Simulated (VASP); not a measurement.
# LiCl (P6_3mc) in VASP: notebook

Aim: see how the results for LiCl move with the level of theory and the settings. Levels: PBE, r2SCAN. Tasks: single point.

Program: VASP 6.6.1. These are calculated values, not measurements. Logs are shortened: lines on timing, memory, paths and dates and some standing lists are left out, and cuts for length are marked.

**1. The cell of the first run**

It takes space group P6_3mc (No. 186, hexagonal). Conventional cell: a = 3.894 Å, b = 3.894 Å, c = 6.224 Å, α = 90.00°, β = 90.00°, γ = 120.00°. Within 3.1 Å of Li (site symmetry 3m) lie 4 Cl at 2.37 Å. Within 3.1 Å of Cl (site symmetry 3m) lie 4 Li at 2.37 Å.

**2. Single point, PBE**

Contents of INCAR:

```
ALGO = Normal ; EDIFF = 1E-6
ENCUT = 520 ; GGA = PE
ISIF = 2 ; ISMEAR = 0
LASPH = True ; LCHARG = False
LREAL = False ; LWAVE = False
NBANDS = 18 ; NELM = 60
PREC = Accurate ; SIGMA = 0.01
```

Contents of KPOINTS:

```
k-points
0
Gamma
  6 6 4
```

Contents of POSCAR:

```
LiCl
1.0
    3.8941840790      0.0000000000      0.0000000000
   -1.9470920395      3.3724623394      0.0000000000
    0.0000000000      0.0000000000      6.2244574429
Li Cl
2 2
Direct
    0.3333333333      0.6666666667     -0.0031270710
    0.6666666667      0.3333333333      0.4968729290
    0.3333333333      0.6666666667      0.3781270710
    0.6666666667      0.3333333333      0.8781270710
```

Potentials or basis: VASP PAW PBE potentials, release 64 (Li_sv, Cl).

Run with:

```bash
cat potpaw_PBE.64/Li_sv/POTCAR potpaw_PBE.64/Cl/POTCAR > POTCAR
mpirun -np 1 vasp_std > vasp.out
```

OUTCAR:

```text
EDIFF = 1E-6
   ENCUT = 520
   GGA = PE
   ISIF = 2
   ISMEAR = 0
   LASPH = True
   LREAL = False
   NELM = 60
   PREC = Accurate

 ion  position               nearest neighbor table
   1  0.333  0.667  0.997-   4 2.37   4 2.37   4 2.37   3 2.37
   2  0.667  0.333  0.497-   3 2.37   3 2.37   3 2.37   4 2.37
   3  0.333  0.667  0.378-   2 2.37   2 2.37   2 2.37   1 2.37
   4  0.667  0.333  0.878-   1 2.37   1 2.37   1 2.37   2 2.37

  LATTYP: Found a hexagonal cell.
 ALAT       =     3.8941840790
 C/A-ratio  =     1.5983983594

  Lattice vectors:

 A1 = (   3.8941840790,   0.0000000000,   0.0000000000)
 A2 = (  -1.9470920395,   3.3724623394,   0.0000000000)
 A3 = (   0.0000000000,   0.0000000000,   6.2244574429)

Analysis of symmetry for initial positions (statically):
=====================================================================
 Subroutine PRICEL returns:
 Original cell was already a primitive cell.

 Routine SETGRP: Setting up the symmetry group for a
 hexagonal supercell.

 Subroutine GETGRP returns: Found 12 space group operations
 (whereof  6 operations were pure point group operations)
 out of a pool of 24 trial point group operations.

The static configuration has the point symmetry C_3v.
 The point group associated with its full space group is C_6v.

Analysis of symmetry for dynamics (positions and initial velocities):
=====================================================================
 Subroutine PRICEL returns:
 Original cell was already a primitive cell.

 Routine SETGRP: Setting up the symmetry group for a
 hexagonal supercell.

 Subroutine GETGRP returns: Found 12 space group operations
 (whereof  6 operations were pure point group operations)
 out of a pool of 24 trial point group operations.

The dynamic configuration has the point symmetry C_3v.
 The point group associated with its full space group is C_6v.

 Subroutine INISYM returns: Found 12 space group operations
 (whereof  6 operations are pure point group operations),
 and found     1 'primitive' translations

----------------------------------------------------------------------------------------

                                     Primitive cell

  volume of cell :      81.7457

  direct lattice vectors                    reciprocal lattice vectors
     3.894184079  0.000000000  0.000000000     0.256793202  0.148259624  0.000000000
    -1.947092039  3.372462339  0.000000000     0.000000000  0.296519249  0.000000000
     0.000000000  0.000000000  6.224457443     0.000000000  0.000000000  0.160656573

  length of vectors
     3.894184079  3.894184079  6.224457443     0.296519249  0.296519249  0.160656573

  position of ions in fractional coordinates (direct lattice)
     0.333333333  0.666666667  0.996872929
     0.666666667  0.333333333  0.496872929
     0.333333333  0.666666667  0.378127071
     0.666666667  0.333333333  0.878127071

  ion indices of the primitive-cell ions
   primitive index   ion index
                 1           1
                 2           2
                 3           3
                 4           4

----------------------------------------------------------------------------------------

 KPOINTS: k-points

Automatic generation of k-mesh.
 Grid dimensions read from file:
 generate k-points for:    6    6    4

 Generating k-lattice:

  Cartesian coordinates                     Fractional coordinates (reciprocal lattice)
     0.042798867  0.024709937  0.000000000     0.166666667  0.000000000  0.000000000
     0.000000000  0.049419875  0.000000000     0.000000000  0.166666667  0.000000000
     0.000000000  0.000000000  0.040164143     0.000000000  0.000000000  0.250000000

  Length of vectors
     0.049419875  0.049419875  0.040164143

  Shift w.r.t. Gamma in fractional coordinates (k-lattice)
     0.000000000  0.000000000  0.000000000

 Subroutine IBZKPT returns following result:
 ===========================================

 Found     21 irreducible k-points:

 Following reciprocal coordinates:
            Coordinates               Weight
  0.000000  0.000000  0.000000      1.000000
  0.166667 -0.000000  0.000000      6.000000
  0.333333 -0.000000  0.000000      6.000000
  0.500000  0.000000  0.000000      3.000000
  0.166667  0.166667  0.000000      6.000000
  0.333333  0.166667  0.000000     12.000000
[... 13 lines left out ...]
  0.333333  0.166667  0.500000     12.000000
  0.333333  0.333333  0.500000      2.000000
   k-points           NKPTS =     21   k-points in BZ     NKDIM =     21   number of bands    NBANDS=     18
   number of dos      NEDOS =    301   number of ions     NIONS =      4
   total plane-waves  NPLWV =  43200
   dimension x,y,z NGX =    30 NGY =   30 NGZ =   48
   dimension x,y,z NGXF=    60 NGYF=   60 NGZF=   96
   ions per type =               2   2
   NGX,Y,Z   is equivalent  to a cutoff of  12.81, 12.81, 12.82 a.u.
   NGXF,Y,Z  is equivalent  to a cutoff of  25.61, 25.61, 25.64 a.u.
 SYSTEM =  unknown system
   PREC   = accura    normal or accurate (medium, high low for compatibility)
   ISTART =      0    job   : 0-new  1-cont  2-samecut
   ICHARG =      2    charge: 1-file 2-atom 10-const
   ISPIN  =      1    spin polarized calculation?
   LNONCOLLINEAR =      F non collinear calculations
   LSORBIT =      F    spin-orbit coupling
   LASPH  =      T    aspherical Exc in radial PAW
   ENCUT  =  520.0 eV  38.22 Ry    6.18 a.u.   7.24  7.24 11.57*2*pi/ulx,y,z
   NELM   =     60;   NELMIN=  2; NELMDL= -5     # of ELM steps
   EDIFF  = 0.1E-05   stopping-criterion for ELM
   LREAL  =      F    real-space projection
   EDIFFG = 0.1E-04   stopping-criterion for IOM
   NSW    =      0    number of steps for IOM
   IBRION =     -1    ionic relax: 0-MD 1-quasi-New 2-CG
   NFREE  =      0    steps in history (QN), initial steepest desc. (CG)
   ISIF   =      2    stress and relaxation
   ISYM   =      2    0-nonsym 1-usesym 2-fastsym
   POTIM  = 0.5000    time-step for ionic-motion
   TEBEG  =    0.0;   TEEND  =   0.0 temperature during run
   PSTRESS=    0.0 pullay stress
   NELECT =      20.0000    total number of electrons
   NUPDOWN=      -1.0000    fix difference up-down
   EMIN   =  10.00;   EMAX   =-10.00  energy-range for DOS
   EFERMI =   0.00;   METHOD = LEGACY
   ISMEAR =     0;   SIGMA  =   0.01  broadening in eV -4-tet -1-fermi 0-gaus
   EFERMI_NEDOS =   21; number of points for ismear=-14 and -15
   IALGO  =     38    algorithm
   IMIX   =      4    mixing-type and parameters
     AMIX     =   0.40;   BMIX     =  1.00
     AMIX_MAG =   1.60;   BMIX_MAG =  1.00
  volume/ion in A,a.u.               =      20.44       137.91
  Fermi-wavevector in a.u.,A,eV,Ry     =   1.023913  1.934915 14.264324  1.048398
  Thomas-Fermi vector in A             =   2.157672
   LORBIT       =      0    0 simple, 1 ext, 2 COOP (PROOUT), +10 PAW based schemes
   GGA     = PE    functional components
   LHFCALC =     F    Hartree Fock is set to
   AEXX    =    0.0000 exact exchange contribution
   IVDW    =     0    specifies the selected vdW correction
   LEPSILON=     F    determine dielectric tensor
   LRPA    =     F    only Hartree local field effects (RPA)
 non-spin polarized calculation
 Gauss-broadening in eV      SIGMA  =   0.01
  energy-cutoff  :      520.00
  volume of cell :       81.75
 maximum number of plane-waves:      2244
 NGX is ok and might be reduce to    30
   NGX = 15   NGY = 15   NGZ = 23

 number of electron      19.9999998 magnetization

 Free energy of the ion-electron system (eV)
  ---------------------------------------------------
  ext. energy  EPLUGINS =         0.00000000
  ---------------------------------------------------
  free energy    TOTEN  =       -14.86779855 eV

  energy without entropy =      -14.86779855  energy(sigma->0) =      -14.86779855

 E-fermi :  -0.9783     XC(G=0):  -7.7196

 val. band max:       -1.0923043648   @ k =   0.0000   0.0000   0.0000
 cond. band min:       4.9335971941   @ k =   0.0000   0.0000   0.0000
 fundamental gap:      6.0259015589
 Fermi energy:        -0.9782917743

 k-point     1 :       0.0000    0.0000    0.0000
  band No.  band energies     occupation
      1     -43.9914      2.00000
      2     -43.9899      2.00000
      3     -13.8891      2.00000
      4     -13.5655      2.00000
      5      -3.2057      2.00000
      6      -1.5112      2.00000
[... 10 lines left out ...]
     17       9.8255      0.00000
     18       9.9738      0.00000

 k-point     2 :       0.1667   -0.0000    0.0000
  band No.  band energies     occupation
      1     -43.9911      2.00000
      2     -43.9897      2.00000
      3     -13.8283      2.00000
      4     -13.5407      2.00000
      5      -3.0619      2.00000
      6      -1.9009      2.00000
[... 10 lines left out ...]
     17      10.0571      0.00000
     18      10.3643      0.00000

 k-point     3 :       0.3333   -0.0000    0.0000
  band No.  band energies     occupation
      1     -43.9904      2.00000
      2     -43.9895      2.00000
      3     -13.6902      2.00000
      4     -13.5019      2.00000
      5      -2.8098      2.00000
      6      -2.5039      2.00000
[... 10 lines left out ...]
     17      10.5419      0.00000
     18      11.4172      0.00000

 k-point     4 :       0.5000    0.0000    0.0000
  band No.  band energies     occupation
      1     -43.9899      2.00000
      2     -43.9894      2.00000
      3     -13.6005      2.00000
      4     -13.5001      2.00000
      5      -3.0338      2.00000
      6      -2.5184      2.00000
[... 312 lines left out ...]
      4     -13.6217      2.00000
      5      -2.5617      2.00000
      6      -2.5617      2.00000
[... 10 lines left out ...]
     17      10.3478      0.00000
     18      10.3478      0.00000

 k-point    20 :       0.3333    0.1667    0.5000
  band No.  band energies     occupation
      1     -43.9897      2.00000
      2     -43.9897      2.00000
      3     -13.5513      2.00000
      4     -13.5513      2.00000
      5      -2.8396      2.00000
      6      -2.8396      2.00000
[... 10 lines left out ...]
     17      11.0692      0.00000
     18      11.0692      0.00000

 k-point    21 :       0.3333    0.3333    0.5000
  band No.  band energies     occupation
      1     -43.9896      2.00000
      2     -43.9896      2.00000
      3     -13.5273      2.00000
      4     -13.5273      2.00000
      5      -2.6418      2.00000
      6      -2.6418      2.00000
[... 10 lines left out ...]
     17      11.3182      0.00000
     18      11.3182      0.00000

------------------------ aborting loop because EDIFF is reached ----------------------------------------

  FORCE on cell =-STRESS in cart. coord.  units (eV):
  Direction    XX          YY          ZZ          XY          YZ          ZX
  --------------------------------------------------------------------------------------
  -------------------------------------------------------------------------------------
  Total        0.3061848      0.3061848      0.3082255     -0.0000000      0.0000000      0.0000000
  in kB        6.0010757      6.0010757      6.0410730     -0.0000000      0.0000000      0.0000000
  external PRESSURE =       6.0144081 kB  Pullay stress =       0.0000000 kB

 VOLUME and BASIS-vectors are now :
 -----------------------------------------------------------------------------
  energy-cutoff  :      520.00
  volume of cell :       81.75
      direct lattice vectors                 reciprocal lattice vectors
     3.894184079  0.000000000  0.000000000     0.256793202  0.148259624  0.000000000
    -1.947092039  3.372462339  0.000000000     0.000000000  0.296519249  0.000000000
     0.000000000  0.000000000  6.224457443     0.000000000  0.000000000  0.160656573

 POSITION                                       TOTAL-FORCE (eV/Angst)
 -----------------------------------------------------------------------------------
     -0.00000      2.24831      6.20499         0.000000      0.000000     -0.000784
      1.94709      1.12415      3.09276        -0.000000      0.000000     -0.000784
     -0.00000      2.24831      2.35364        -0.000000      0.000000      0.000784
      1.94709      1.12415      5.46586         0.000000      0.000000      0.000784
 -----------------------------------------------------------------------------------
    total drift:                               -0.000000      0.000000     -0.000103

  FREE ENERGIE OF THE ION-ELECTRON SYSTEM (eV)
  ---------------------------------------------------
  free  energy   TOTEN  =       -14.8677985475 eV

  energy  without entropy=      -14.8677985475  energy(sigma->0) =      -14.86779855
```

Run time: 51 s. Hardware: 1 thread of Intel Xeon 8259CL, shared host; peak memory 0.19 GiB.

What came out:

```
Free energy            : -14.8678 eV
Band gap on the k mesh : 6.03 eV, direct
```

Levels at points of the mesh, in eV from the valence-band top:
```csv
k point,band 8,band 9,band 10,band 11,band 12,band 13
"(0.00, 0.00, 0.00)",-0.08,-0.08,0.00,6.03,8.25,9.96
"(0.50, 0.00, 0.00)",-0.95,-0.61,-0.36,7.86,7.99,9.16
"(0.00, 0.00, 0.50)",-0.25,-0.25,-0.25,7.34,7.34,10.18
"(0.50, 0.00, 0.50)",-0.67,-0.60,-0.60,7.40,7.40,9.94
```

Caveat: the cutoff is under 1.25 times the usual one of these potentials, so pressure, stress and relaxed cells hold a basis-set (Pulay) error. A k mesh can miss the band edges.

**3. Single point, PBE**

Contents of INCAR:

```
SYSTEM = LiCl
  PREC = Accurate
  ENCUT = 520
  EDIFF = 1E-6
  ISMEAR = 0
  SIGMA = 0.01
  LREAL = .False.
  LASPH = .True.
  NELM = 60
  ALGO = Normal
  ISIF = 2
  LWAVE = .False.
  LCHARG = .True.
  GGA = PE
  LELF = .True.
  LVHAR = .True.
  NBANDS = 18
```

Contents of KPOINTS:

```
regular mesh
0
Gamma
  6 6 4
  0 0 0
```

POSCAR is that of step 2.

Potentials or basis: VASP PAW PBE potentials, release 64 (Li_sv, Cl).

Run with:

```bash
cat potpaw_PBE.64/Li_sv/POTCAR potpaw_PBE.64/Cl/POTCAR > POTCAR
mpirun -np 1 vasp_std > vasp.out
```

OUTCAR:

```text
SYSTEM = LiCl
   PREC = Accurate
   ENCUT = 520
   EDIFF = 1E-6
   ISMEAR = 0
   LREAL = .False.
   LASPH = .True.
   NELM = 60
   ISIF = 2
   GGA = PE

 ion  position               nearest neighbor table
   1  0.333  0.667  0.997-   4 2.37   4 2.37   4 2.37   3 2.37
   2  0.667  0.333  0.497-   3 2.37   3 2.37   3 2.37   4 2.37
   3  0.333  0.667  0.378-   2 2.37   2 2.37   2 2.37   1 2.37
   4  0.667  0.333  0.878-   1 2.37   1 2.37   1 2.37   2 2.37

  LATTYP: Found a hexagonal cell.
 ALAT       =     3.8941840790
 C/A-ratio  =     1.5983983594
[... 635 lines left out ...]
  Direction    XX          YY          ZZ          XY          YZ          ZX
  --------------------------------------------------------------------------------------
  -------------------------------------------------------------------------------------
  Total        0.3061848      0.3061848      0.3082255     -0.0000000      0.0000000      0.0000000
  in kB        6.0010757      6.0010757      6.0410730     -0.0000000      0.0000000      0.0000000
  external PRESSURE =       6.0144081 kB  Pullay stress =       0.0000000 kB

 VOLUME and BASIS-vectors are now :
 -----------------------------------------------------------------------------
  energy-cutoff  :      520.00
  volume of cell :       81.75
      direct lattice vectors                 reciprocal lattice vectors
     3.894184079  0.000000000  0.000000000     0.256793202  0.148259624  0.000000000
    -1.947092039  3.372462339  0.000000000     0.000000000  0.296519249  0.000000000
     0.000000000  0.000000000  6.224457443     0.000000000  0.000000000  0.160656573

 POSITION                                       TOTAL-FORCE (eV/Angst)
 -----------------------------------------------------------------------------------
     -0.00000      2.24831      6.20499         0.000000      0.000000     -0.000784
      1.94709      1.12415      3.09276        -0.000000      0.000000     -0.000784
     -0.00000      2.24831      2.35364        -0.000000      0.000000      0.000784
      1.94709      1.12415      5.46586         0.000000      0.000000      0.000784
 -----------------------------------------------------------------------------------
    total drift:                               -0.000000      0.000000     -0.000103

  FREE ENERGIE OF THE ION-ELECTRON SYSTEM (eV)
  ---------------------------------------------------
  free  energy   TOTEN  =       -14.8677985475 eV

  energy  without entropy=      -14.8677985475  energy(sigma->0) =      -14.86779855
```

stdout:

```text
POSCAR found type information on POSCAR LiCl
 POSCAR found :  2 types and       4 ions
 scaLAPACK will be used
 LDA part: xc-table for (Slater+PW92), standard interpolation
 POSCAR, INCAR and KPOINTS ok, starting setup
 FFT: planning ... GRIDC
 FFT: planning ... GRID_SOFT
 FFT: planning ... GRID
 WAVECAR not read
 entering main loop
```

Run time: 57 s. Hardware: 1 thread of Intel Xeon 8259CL, shared host; peak memory 0.19 GiB.

Results:

| Property | Result |
| --- | --- |
| Free energy | -14.8678 eV |
| Band gap on the k mesh | 6.03 eV, direct |

Caveat: the cutoff is under 1.25 times the usual one of these potentials, so pressure, stress and relaxed cells hold a basis-set (Pulay) error.

(Continued in part 2 of 2.)
